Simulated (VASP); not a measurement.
# Al2Cu in VASP: notebook, part 2 of 2

VASP 6.6.1. The steps go on from the part before.

## Step 3: Single point, PBE

This run uses another cell than the first one, of the same volume but with other edges.

INCAR reads:

```
SYSTEM = Al2Cu
  PREC = Accurate
  ENCUT = 520
  EDIFF = 1E-6
  ISMEAR = 0
  SIGMA = 0.15
  LREAL = .FALSE.
  LASPH = .TRUE.
  NELM = 80
  ALGO = Fast
  ISIF = 2
  LWAVE = .FALSE.
  LCHARG = .TRUE.
  GGA = PE
  LELF = .TRUE.
  LVHAR = .TRUE.
  NBANDS = 16
```

KPOINTS reads:

```
Automatic mesh
0
G
  14 14 14
  0 0 0
```

POSCAR reads:

```
Al2Cu
1.0
   -1.9968590609      1.9968590609      3.0264298293
    1.9968590609     -1.9968590609      3.0264298293
    1.9968590609      1.9968590609     -3.0264298293
Al Cu
2 1
Direct
    0.7500000000      0.2500000000      0.5000000000
    0.2500000000      0.7500000000      0.5000000000
    0.5000000000      0.5000000000      0.0000000000
```

Potentials or basis: VASP PAW PBE potentials, release 64 (Al, Cu).

On the command line:

```bash
> cat potpaw_PBE.64/Al/POTCAR potpaw_PBE.64/Cu/POTCAR > POTCAR
> mpirun -np 1 vasp_std > vasp.out
```

OUTCAR:

```text
SYSTEM = Al2Cu
   PREC = Accurate
   ENCUT = 520
   EDIFF = 1E-6
   ISMEAR = 0
   LREAL = .FALSE.
   LASPH = .TRUE.
   NELM = 80
   ISIF = 2
   GGA = PE

 ion  position               nearest neighbor table
   1  0.750  0.250  0.500-   3 2.51   3 2.51   3 2.51   3 2.51   2 2.82   2 2.82   2 2.82   2 2.82
                             2 3.03   2 3.03
   2  0.250  0.750  0.500-   3 2.51   3 2.51   3 2.51   3 2.51   1 2.82   1 2.82   1 2.82   1 2.82
                             1 3.03   1 3.03
   3  0.500  0.500  0.000-   2 2.51   1 2.51   2 2.51   1 2.51   1 2.51   2 2.51   1 2.51   2 2.51

  LATTYP: Found a body centered tetragonal cell.
 ALAT       =     3.9937181218
 C/A-ratio  =     1.5155951106

  Lattice vectors:

 A1 = (  -1.9968590609,   1.9968590609,   3.0264298293)
 A2 = (   1.9968590609,  -1.9968590609,   3.0264298293)
 A3 = (   1.9968590609,   1.9968590609,  -3.0264298293)

Analysis of symmetry for initial positions (statically):
=====================================================================
 Subroutine PRICEL returns:
 Original cell was already a primitive cell.

 Routine SETGRP: Setting up the symmetry group for a
 body centered tetragonal supercell.

 Subroutine GETGRP returns: Found 16 space group operations
 (whereof 16 operations were pure point group operations)
 out of a pool of 16 trial point group operations.

The static configuration has the point symmetry D_4h.

Analysis of symmetry for dynamics (positions and initial velocities):
=====================================================================
 Subroutine PRICEL returns:
 Original cell was already a primitive cell.

 Routine SETGRP: Setting up the symmetry group for a
 body centered tetragonal supercell.

 Subroutine GETGRP returns: Found 16 space group operations
 (whereof 16 operations were pure point group operations)
 out of a pool of 16 trial point group operations.

The dynamic configuration has the point symmetry D_4h.

 Subroutine INISYM returns: Found 16 space group operations
 (whereof 16 operations are pure point group operations),
 and found     1 'primitive' translations

----------------------------------------------------------------------------------------

                                     Primitive cell

  volume of cell :      48.2709

  direct lattice vectors                    reciprocal lattice vectors
    -1.996859061  1.996859061  3.026429829     0.000000000  0.250393235  0.165211166
     1.996859061 -1.996859061  3.026429829     0.250393235  0.000000000  0.165211166
     1.996859061  1.996859061 -3.026429829     0.250393235  0.250393235  0.000000000

  length of vectors
     4.139344118  4.139344118  4.139344118     0.299985835  0.299985835  0.354109509

  position of ions in fractional coordinates (direct lattice)
     0.750000000  0.250000000  0.500000000
     0.250000000  0.750000000  0.500000000
     0.500000000  0.500000000  0.000000000

  ion indices of the primitive-cell ions
   primitive index   ion index
                 1           1
                 2           2
                 3           3

[... 22 lines left out ...]
 ===========================================

 Found    244 irreducible k-points:

 Following reciprocal coordinates:
            Coordinates               Weight
  0.000000  0.000000  0.000000      1.000000
  0.071429 -0.000000  0.000000      8.000000
  0.142857 -0.000000  0.000000      8.000000
  0.214286  0.000000  0.000000      8.000000
  0.285714 -0.000000  0.000000      8.000000
  0.357143 -0.000000  0.000000      8.000000
[... 16 lines left out ...]
  0.214286  0.142857  0.000000     16.000000
  0.285714  0.142857 -0.000000     16.000000
 [... further k-points ...]
   k-points           NKPTS =    244   k-points in BZ     NKDIM =    244   number of bands    NBANDS=     16
   number of dos      NEDOS =    301   number of ions     NIONS =      3
   total plane-waves  NPLWV =  32768
   dimension x,y,z NGX =    32 NGY =   32 NGZ =   32
   dimension x,y,z NGXF=    64 NGYF=   64 NGZF=   64
   ions per type =               2   1
   NGX,Y,Z   is equivalent  to a cutoff of  12.85, 12.85, 12.85 a.u.
   NGXF,Y,Z  is equivalent  to a cutoff of  25.70, 25.70, 25.70 a.u.
 SYSTEM =  Al2Cu
   PREC   = accura    normal or accurate (medium, high low for compatibility)
   ISTART =      0    job   : 0-new  1-cont  2-samecut
   ICHARG =      2    charge: 1-file 2-atom 10-const
   ISPIN  =      1    spin polarized calculation?
   LNONCOLLINEAR =      F non collinear calculations
   LSORBIT =      F    spin-orbit coupling
   LASPH  =      T    aspherical Exc in radial PAW
   ENCUT  =  520.0 eV  38.22 Ry    6.18 a.u.   7.70  7.70  7.70*2*pi/ulx,y,z
   NELM   =     80;   NELMIN=  2; NELMDL= -5     # of ELM steps
   EDIFF  = 0.1E-05   stopping-criterion for ELM
   LREAL  =      F    real-space projection
   EDIFFG = 0.1E-04   stopping-criterion for IOM
   NSW    =      0    number of steps for IOM
   IBRION =     -1    ionic relax: 0-MD 1-quasi-New 2-CG
   NFREE  =      0    steps in history (QN), initial steepest desc. (CG)
   ISIF   =      2    stress and relaxation
   ISYM   =      2    0-nonsym 1-usesym 2-fastsym
   POTIM  = 0.5000    time-step for ionic-motion
   TEBEG  =    0.0;   TEEND  =   0.0 temperature during run
   PSTRESS=    0.0 pullay stress
   NELECT =      17.0000    total number of electrons
   NUPDOWN=      -1.0000    fix difference up-down
   EMIN   =  10.00;   EMAX   =-10.00  energy-range for DOS
   EFERMI =   0.00;   METHOD = LEGACY
   ISMEAR =     0;   SIGMA  =   0.15  broadening in eV -4-tet -1-fermi 0-gaus
   EFERMI_NEDOS =   21; number of points for ismear=-14 and -15
   IALGO  =     68    algorithm
   IMIX   =      4    mixing-type and parameters
     AMIX     =   0.40;   BMIX     =  1.00
     AMIX_MAG =   1.60;   BMIX_MAG =  1.00
  volume/ion in A,a.u.               =      16.09       108.58
  Fermi-wavevector in a.u.,A,eV,Ry     =   1.156102  2.184715 18.185151  1.336571
  Thomas-Fermi vector in A             =   2.292725
   LORBIT       =      0    0 simple, 1 ext, 2 COOP (PROOUT), +10 PAW based schemes
   GGA     = PE    functional components
   LHFCALC =     F    Hartree Fock is set to
   AEXX    =    0.0000 exact exchange contribution
   IVDW    =     0    specifies the selected vdW correction
   LEPSILON=     F    determine dielectric tensor
   LRPA    =     F    only Hartree local field effects (RPA)
 non-spin polarized calculation
 RMM-DIIS sequential band-by-band and
 Gauss-broadening in eV      SIGMA  =   0.15
  energy-cutoff  :      520.00
  volume of cell :       48.27
 maximum number of plane-waves:      1323
   NGX = 15   NGY = 15   NGZ = 15

 number of electron      17.0000011 magnetization

 Free energy of the ion-electron system (eV)
  ---------------------------------------------------
  ext. energy  EPLUGINS =         0.00000000
  ---------------------------------------------------
  free energy    TOTEN  =       -11.71175592 eV

  energy without entropy =      -11.70104398  energy(sigma->0) =      -11.70639995

 E-fermi :   6.9195     XC(G=0): -10.4125

 val. band max:        6.9161590884   @ k =   0.5000   0.0714   0.0000
 cond. band min:       6.9221264047   @ k =   0.5000   0.5000   0.0000
 fundamental gap:      0.0059673162
 Fermi energy:         6.9194718278

 k-point     1 :       0.0000    0.0000    0.0000
  band No.  band energies     occupation
      1      -3.2228      2.00000
      2       2.4036      2.00000
      3       2.4036      2.00000
      4       2.4663      2.00000
      5       2.9117      2.00000
      6       3.0237      2.00000
[... 433 lines left out ...]
      3       2.4889      2.00000
      4       2.6202      2.00000
      5       2.8961      2.00000
      6       3.0233      2.00000
[... 8 lines left out ...]
     15      14.4652      0.00000
     16      17.3967      0.00000

 [... further k-points ...]

------------------------ aborting loop because EDIFF is reached ----------------------------------------

  FORCE on cell =-STRESS in cart. coord.  units (eV):
  Direction    XX          YY          ZZ          XY          YZ          ZX
  --------------------------------------------------------------------------------------
  -------------------------------------------------------------------------------------
  Total        0.7354945      0.7354945     -0.9541338      0.0000000     -0.0000000     -0.0000000
  in kB       24.4120671     24.4120671    -31.6690078      0.0000000     -0.0000000     -0.0000000
  external PRESSURE =       5.7183755 kB  Pullay stress =       0.0000000 kB

 VOLUME and BASIS-vectors are now :
 -----------------------------------------------------------------------------
  energy-cutoff  :      520.00
  volume of cell :       48.27
      direct lattice vectors                 reciprocal lattice vectors
    -1.996859061  1.996859061  3.026429829     0.000000000  0.250393235  0.165211166
     1.996859061 -1.996859061  3.026429829     0.250393235  0.000000000  0.165211166
     1.996859061  1.996859061 -3.026429829     0.250393235  0.250393235  0.000000000

 POSITION                                       TOTAL-FORCE (eV/Angst)
 -----------------------------------------------------------------------------------
      0.00000      1.99686      1.51321         0.000000      0.000000     -0.000000
      1.99686      0.00000      1.51321        -0.000000     -0.000000      0.000000
      0.00000      0.00000      3.02643         0.000000     -0.000000      0.000000
 -----------------------------------------------------------------------------------
    total drift:                               -0.000000      0.000000     -0.000000

  FREE ENERGIE OF THE ION-ELECTRON SYSTEM (eV)
  ---------------------------------------------------
  free  energy   TOTEN  =       -11.7117559219 eV

  energy  without entropy=      -11.7010439770  energy(sigma->0) =      -11.70639995
```

Wall time 97 s (1 thread of Intel Xeon 6975P-C (Granite Rapids), shared host); peak memory 0.31 GiB.

What came out:

| Item | Value |
| --- | --- |
| Free energy | -11.7118 eV |
| Pressure | 0.6 GPa |
| Band gap on the k mesh | zero (an odd number of electrons rules out a gap without spin polarisation) |

Caveat: the cell differs from its parent crystal (strain +e along x and -e along y +0.0000, strain +e along z and -e/2 along x and y +0.0467).

## Step 4: Single point, PBE

INCAR reads:

```
ALGO = Fast
EDIFF = 1E-7
ENCUT = 520
GGA = PE
ISIF = 2
ISMEAR = 0
LASPH = True
LCHARG = True
LELF = True
LREAL = False
LVHAR = True
LWAVE = False
NBANDS = 16
NELM = 80
PREC = Accurate
SIGMA = 0.15
```

KPOINTS reads:

```
k-points
0
Gamma
  14 14 14
```

POSCAR reads:

```
Al2Cu
1.0
   -2.0548234846      2.0548234846      3.0937994815
    2.0548234846     -2.0548234846      3.0937994815
    1.8912554460      1.8912554460     -3.0937994815
Al Cu
2 1
Direct
    0.7500000000      0.2500000000      0.5000000000
    0.2500000000      0.7500000000      0.5000000000
    0.5000000000      0.5000000000      0.0000000000
```

Potentials or basis: VASP PAW PBE potentials, release 64 (Al, Cu).

On the command line:

```bash
> cat potpaw_PBE.64/Al/POTCAR potpaw_PBE.64/Cu/POTCAR > POTCAR
> mpirun -np 1 vasp_std > vasp.out
```

OUTCAR:

```text
EDIFF = 1E-7
   ENCUT = 520
   GGA = PE
   ISIF = 2
   ISMEAR = 0
   LASPH = True
   LREAL = False
   NELM = 80
   PREC = Accurate

 ion  position               nearest neighbor table
   1  0.750  0.250  0.500-   3 2.51   3 2.51   3 2.51   3 2.51   2 2.67   2 2.67   2 2.91   2 2.91
                             2 3.09   2 3.09
   2  0.250  0.750  0.500-   3 2.51   3 2.51   3 2.51   3 2.51   1 2.67   1 2.67   1 2.91   1 2.91
[... 657 lines left out ...]

  FORCE on cell =-STRESS in cart. coord.  units (eV):
  Direction    XX          YY          ZZ          XY          YZ          ZX
  --------------------------------------------------------------------------------------
  -------------------------------------------------------------------------------------
  Total        1.3869115      1.3869115     -1.2021240      1.5436645     -0.0000000     -0.0000000
  in kB       46.2043072     46.2043072    -40.0481977     51.4264598     -0.0000000     -0.0000000
  external PRESSURE =      17.4534722 kB  Pullay stress =       0.0000000 kB

 VOLUME and BASIS-vectors are now :
 -----------------------------------------------------------------------------
  energy-cutoff  :      520.00
  volume of cell :       48.09
      direct lattice vectors                 reciprocal lattice vectors
    -2.054823485  2.054823485  3.093799482     0.010522374  0.253852278  0.161613577
     2.054823485 -2.054823485  3.093799482     0.253852278  0.010522374  0.161613577
     1.891255446  1.891255446 -3.093799482     0.264374652  0.264374652  0.000000000

 POSITION                                       TOTAL-FORCE (eV/Angst)
 -----------------------------------------------------------------------------------
     -0.08178      1.97304      1.54690         0.000000      0.000000     -0.000000
      1.97304     -0.08178      1.54690        -0.000000      0.000000      0.000000
      0.00000      0.00000      3.09380         0.000000     -0.000000      0.000000
 -----------------------------------------------------------------------------------
    total drift:                               -0.000000      0.000000     -0.000000

  FREE ENERGIE OF THE ION-ELECTRON SYSTEM (eV)
  ---------------------------------------------------
  free  energy   TOTEN  =       -11.5994490001 eV

  energy  without entropy=      -11.5888396540  energy(sigma->0) =      -11.59414433
```

Run time: 3 min. Hardware: 1 thread of Intel Xeon 6975P-C (Granite Rapids), shared host; peak memory 0.42 GiB.

What came out:

| Item | Value |
| --- | --- |
| Free energy | -11.5994 eV |
| Pressure | 1.7 GPa |
| Band gap on the k mesh | zero (an odd number of electrons rules out a gap without spin polarisation) |

Stress tensor (GPa, compression positive):
```
 4.62  5.14  0.00
 5.14  4.62  0.00
 0.00  0.00 -4.00
```

Levels at points of the mesh, in eV from the Fermi level:
```csv
k point,band 6,band 7,band 8,band 9,band 10,band 11,band 12,band 13
"(0.00, 0.00, 0.00)",-3.82,2.09,2.36,2.99,3.02,3.51,3.69,4.21
"(0.50, 0.00, 0.00)",-3.84,-3.74,0.07,1.06,2.12,2.87,4.64,4.69
"(0.50, 0.50, 0.00)",-3.84,-3.55,-2.36,-1.30,0.43,1.70,8.34,8.40
"(0.00, 0.00, 0.50)",-3.80,-3.41,-2.63,-2.18,-0.54,1.12,9.02,9.31
"(0.50, 0.50, 0.50)",-3.86,-3.70,-1.77,-1.15,1.16,1.99,8.78,9.53
```

Caveat: the cell differs from its parent crystal (strain +e along x and -e along y -0.0400, strain +e along z and -e/2 along x and y +0.0700).

## Step 5: Summary

```csv
cell,further INCAR settings,gap on the mesh (eV),pressure (GPa)
"a = 4.044 Å, angles 117.7, 117.7, 94.1°, 3 atoms",ALGO = Fast; EDIFF = 1e-07; NBANDS = 16,none,0.8
"a = 4.139 Å, angles 122.3, 122.3, 86.0°, 3 atoms",ALGO = Fast; EDIFF = 1e-06; NBANDS = 16,none,0.6
"a = 4.245, b = 4.245, c = 4.090 Å, angles 123.5, 123.5, 86.4°, 3 atoms",ALGO = Fast; EDIFF = 1e-07; NBANDS = 16,none,1.7
```

Alike in all rows: task single point; level PBE; potentials or basis VASP PAW PBE potentials, release 64 (Al, Cu); no spin polarisation; k mesh 14 × 14 × 14; cutoff (eV) 520; smearing gaussian 0.15 eV.

Total energies depend on the potentials used, so only differences within one code and one set of settings carry meaning.
